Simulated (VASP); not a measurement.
# SiC in VASP: further runs

The runs below take SiC through single point, with PBEsol.

Everything below comes from runs of VASP 6.6.1. Logs are shortened: lines on timing, memory, paths and dates and some standing lists are left out, and cuts for length are marked.

## (1) The cell of the first run

It takes space group Imm2 (No. 44, orthorhombic). Conventional cell: a = 3.081 Å, b = 3.081 Å, c = 4.357 Å, α = 90.00°, β = 90.00°, γ = 90.00°. Si (site symmetry mm2) has 4 C at 1.85 to 1.93 Å within 2.5 Å. Within 2.5 Å of C (site symmetry mm2) lie 4 Si at 1.85 to 1.93 Å.

## (2) Single point, PBEsol (mode 4 frozen in at -0.048 Å and mode 5 at +0.000 Å (largest displacements))

INCAR

```
SYSTEM = SiC
PREC = Accurate ; ENCUT = 520
EDIFF = 1E-6 ; ISMEAR = 0
SIGMA = 0.05 ; LREAL = .FALSE.
LASPH = .TRUE. ; NELM = 60
ALGO = Normal ; ISIF = 2
LWAVE = .FALSE. ; LCHARG = .FALSE.
GGA = PS ; NBANDS = 11
```

KPOINTS

```
regular mesh
0
G
  10 10 10
  0 0 0
```

POSCAR

```
SiC
1.0
    0.0000000000      2.1783895848      2.1783895848
    2.1783895848      0.0000000000      2.1783895848
    2.1783895848      2.1783895848      0.0000000000
Si C
1 1
Direct
   -0.0047117304      0.0047117304      0.0047117304
    0.7610173130      0.7389826870      0.7389826870
```

Potentials or basis: VASP PAW PBE potentials, release 64 (Si, C).

The run is started by

```console
$ cat potpaw_PBE.64/Si/POTCAR potpaw_PBE.64/C/POTCAR > POTCAR
$ mpirun -np 1 vasp_std > vasp.out
```

OUTCAR:

```text
SYSTEM = SiC
   PREC = Accurate
   ENCUT = 520
   EDIFF = 1E-6
   ISMEAR = 0
   LREAL = .FALSE.
   LASPH = .TRUE.
   NELM = 60
   ISIF = 2
   GGA = PS

 ion  position               nearest neighbor table
   1  0.995  0.005  0.005-   2 1.85   2 1.85   2 1.93   2 1.93
   2  0.761  0.739  0.739-   1 1.85   1 1.85   1 1.93   1 1.93

  LATTYP: Found a face centered cubic cell.
 ALAT       =     4.3567791696

  Lattice vectors:

 A1 = (   0.0000000000,   2.1783895848,   2.1783895848)
 A2 = (   2.1783895848,   0.0000000000,   2.1783895848)
 A3 = (   2.1783895848,   2.1783895848,   0.0000000000)

Analysis of symmetry for initial positions (statically):
=====================================================================
 Subroutine PRICEL returns:
 Original cell was already a primitive cell.

 Routine SETGRP: Setting up the symmetry group for a
 face centered cubic supercell.

 Subroutine GETGRP returns: Found  4 space group operations
 (whereof  4 operations were pure point group operations)
 out of a pool of 48 trial point group operations.

The static configuration has the point symmetry C_2v.

Analysis of symmetry for dynamics (positions and initial velocities):
=====================================================================
 Subroutine PRICEL returns:
 Original cell was already a primitive cell.

 Routine SETGRP: Setting up the symmetry group for a
 face centered cubic supercell.

 Subroutine GETGRP returns: Found  4 space group operations
 (whereof  4 operations were pure point group operations)
 out of a pool of 48 trial point group operations.

The dynamic configuration has the point symmetry C_2v.

 Subroutine INISYM returns: Found  4 space group operations
 (whereof  4 operations are pure point group operations),
 and found     1 'primitive' translations

----------------------------------------------------------------------------------------

                                     Primitive cell

  volume of cell :      20.6746

  direct lattice vectors                    reciprocal lattice vectors
     0.000000000  2.178389585  2.178389585    -0.229527355  0.229527355  0.229527355
     2.178389585  0.000000000  2.178389585     0.229527355 -0.229527355  0.229527355
     2.178389585  2.178389585  0.000000000     0.229527355  0.229527355 -0.229527355

  length of vectors
     3.080708095  3.080708095  3.080708095     0.397553041  0.397553041  0.397553041

  position of ions in fractional coordinates (direct lattice)
     0.995288270  0.004711730  0.004711730
     0.761017313  0.738982687  0.738982687

  ion indices of the primitive-cell ions
[... 79 lines left out ...]
   IBRION =     -1    ionic relax: 0-MD 1-quasi-New 2-CG
   NFREE  =      0    steps in history (QN), initial steepest desc. (CG)
   ISIF   =      2    stress and relaxation
   ISYM   =      2    0-nonsym 1-usesym 2-fastsym
   POTIM  = 0.5000    time-step for ionic-motion
   TEBEG  =    0.0;   TEEND  =   0.0 temperature during run
   PSTRESS=    0.0 pullay stress
   NELECT =       8.0000    total number of electrons
   NUPDOWN=      -1.0000    fix difference up-down
   EMIN   =  10.00;   EMAX   =-10.00  energy-range for DOS
   EFERMI =   0.00;   METHOD = LEGACY
   ISMEAR =     0;   SIGMA  =   0.05  broadening in eV -4-tet -1-fermi 0-gaus
   EFERMI_NEDOS =   21; number of points for ismear=-14 and -15
   IALGO  =     38    algorithm
   IMIX   =      4    mixing-type and parameters
     AMIX     =   0.40;   BMIX     =  1.00
     AMIX_MAG =   1.60;   BMIX_MAG =  1.00
  volume/ion in A,a.u.               =      10.34        69.76
  Fermi-wavevector in a.u.,A,eV,Ry     =   1.192960  2.254368 19.363185  1.423154
  Thomas-Fermi vector in A             =   2.328986
   LORBIT       =      0    0 simple, 1 ext, 2 COOP (PROOUT), +10 PAW based schemes
   GGA     = PS    functional components
   LHFCALC =     F    Hartree Fock is set to
   AEXX    =    0.0000 exact exchange contribution
   IVDW    =     0    specifies the selected vdW correction
   LEPSILON=     F    determine dielectric tensor
   LRPA    =     F    only Hartree local field effects (RPA)
 non-spin polarized calculation
 Gauss-broadening in eV      SIGMA  =   0.05
  energy-cutoff  :      520.00
  volume of cell :       20.67
 maximum number of plane-waves:       568
   NGX = 11   NGY = 11   NGZ = 11

 number of electron       8.0000000 magnetization

 Free energy of the ion-electron system (eV)
  ---------------------------------------------------
  ext. energy  EPLUGINS =         0.00000000
  ---------------------------------------------------
  free energy    TOTEN  =       -15.86999246 eV

  energy without entropy =      -15.86999246  energy(sigma->0) =      -15.86999246

 E-fermi :   8.6406     XC(G=0): -11.5085

 val. band max:        8.3729845855   @ k =   0.0000   0.0000   0.0000
 cond. band min:       9.2855411482   @ k =   0.5000   0.5000   0.0000
 fundamental gap:      0.9125565626
 Fermi energy:         8.6406245102

 k-point     1 :       0.0000    0.0000    0.0000
  band No.  band energies     occupation
      1      -7.3681      2.00000
      2       7.7279      2.00000
      3       8.0751      2.00000
      4       8.3730      2.00000
      5      14.2406      0.00000
      6      15.1978      0.00000
      7      15.3090      0.00000
      8      15.4616      0.00000
      9      22.5151      0.00000
     10      22.5189      0.00000
     11      24.3202      0.00000
[... 309 lines left out ...]
 k-point    24 :       0.1000    0.0000    0.4000
  band No.  band energies     occupation
      1      -4.7175      2.00000
      2       1.1631      2.00000
      3       6.5347      2.00000
      4       6.8911      2.00000
      5      13.5602      0.00000
      6      15.1766      0.00000
      7      16.5019      0.00000
      8      18.0129      0.00000
      9      21.3040      0.00000
     10      24.2454      0.00000
     11      24.5762      0.00000

 [... further k-points ...]
[... 5 lines left out ...]
  --------------------------------------------------------------------------------------
  -------------------------------------------------------------------------------------
  Total        0.0421763      0.1559875      0.1559875      0.0000000     -0.5926477      0.0000000
  in kB        3.2684526     12.0882562     12.0882562      0.0000000    -45.9272634      0.0000000
  external PRESSURE =       9.1483216 kB  Pullay stress =       0.0000000 kB

 VOLUME and BASIS-vectors are now :
 -----------------------------------------------------------------------------
  energy-cutoff  :      520.00
  volume of cell :       20.67
      direct lattice vectors                 reciprocal lattice vectors
     0.000000000  2.178389585  2.178389585    -0.229527355  0.229527355  0.229527355
     2.178389585  0.000000000  2.178389585     0.229527355 -0.229527355  0.229527355
     2.178389585  2.178389585  0.000000000     0.229527355  0.229527355 -0.229527355

 POSITION                                       TOTAL-FORCE (eV/Angst)
 -----------------------------------------------------------------------------------
      0.02053      2.17839      2.17839        -1.308272      0.000000      0.000000
      3.21958      3.26758      3.26758         1.308272      0.000000      0.000000
 -----------------------------------------------------------------------------------
    total drift:                                0.000055     -0.000000     -0.000000

  FREE ENERGIE OF THE ION-ELECTRON SYSTEM (eV)
  ---------------------------------------------------
  free  energy   TOTEN  =       -15.8699924592 eV

  energy  without entropy=      -15.8699924592  energy(sigma->0) =      -15.86999246
```

OSZICAR:

```text
N       E                     dE             d eps       ncg     rms          rms(c)
DAV:   1     0.243909554252E+01    0.24391E+01   -0.39572E+03  3922   0.613E+02
DAV:   2    -0.170805633444E+02   -0.19520E+02   -0.18554E+02  4762   0.110E+02
DAV:   3    -0.176825283928E+02   -0.60197E+00   -0.60077E+00  4604   0.159E+01
DAV:   4    -0.176847922019E+02   -0.22638E-02   -0.22637E-02  4318   0.124E+00
DAV:   5    -0.176848022453E+02   -0.10043E-04   -0.10043E-04  4630   0.770E-02    0.879E+00
DAV:   6    -0.159499545991E+02    0.17348E+01   -0.61029E+00  4230   0.110E+01    0.394E+00
DAV:   7    -0.158847185161E+02    0.65236E-01   -0.37882E-01  4502   0.347E+00    0.177E+00
DAV:   8    -0.158701808157E+02    0.14538E-01   -0.21481E-02  4326   0.931E-01    0.165E-01
DAV:   9    -0.158699473055E+02    0.23351E-03   -0.17902E-03  4625   0.224E-01    0.110E-01
DAV:  10    -0.158699918058E+02   -0.44500E-04   -0.12796E-04  4251   0.717E-02    0.264E-02
DAV:  11    -0.158699922696E+02   -0.46380E-06   -0.11069E-05  4539   0.188E-02    0.574E-03
DAV:  12    -0.158699924592E+02   -0.18959E-06   -0.61675E-07  2484   0.492E-03
   1 F= -.15869992E+02 E0= -.15869992E+02  d E =-.101577E-16
```

It took 60 s on 1 thread of AMD EPYC 7R43 (Zen 3), shared host; peak memory 0.11 GiB.

Results:

```yaml
Free_energy: -15.8700 eV
Pressure: 0.9 GPa
Largest_force: 1.308 eV/Å
Band_gap_on_the_k_mesh: 0.91 eV, indirect (least direct gap 4.28 eV)
```

Forces on the atoms (eV/Å):
```
Si  -1.308  0.000  0.000
C    1.308  0.000  0.000
```

Stress tensor (GPa, compression positive):
```
 0.33  0.00  0.00
 0.00  1.21 -4.59
 0.00 -4.59  1.21
```

Levels at points of the mesh, in eV from the valence-band top:
| k point | band 1 | band 2 | band 3 | band 4 | band 5 | band 6 | band 7 | band 8 |
| --- | --- | --- | --- | --- | --- | --- | --- | --- |
| (0.00, 0.00, 0.00) | -15.74 | -0.65 | -0.30 | 0.00 | 5.87 | 6.82 | 6.94 | 7.09 |
| (0.50, 0.00, 0.00) | -12.19 | -8.78 | -1.65 | -1.21 | 5.06 | 6.53 | 7.02 | 9.61 |
| (0.00, 0.50, 0.00) | -12.08 | -9.05 | -1.50 | -1.10 | 5.05 | 6.65 | 7.16 | 9.60 |
| (0.50, 0.50, 0.00) | -10.67 | -8.16 | -3.51 | -3.50 | 0.91 | 3.87 | 13.65 | 13.69 |
| (0.00, 0.50, 0.50) | -10.68 | -8.13 | -3.70 | -3.36 | 0.92 | 3.90 | 13.64 | 13.66 |

Caveat: the cell differs from its parent crystal (mode 4 frozen in at -0.048 Å and mode 5 at +0.000 Å (largest displacements)); the PAW data sets were made with another functional, which shifts forces and pressure a little.

(Part 1 of 2 ends here.)
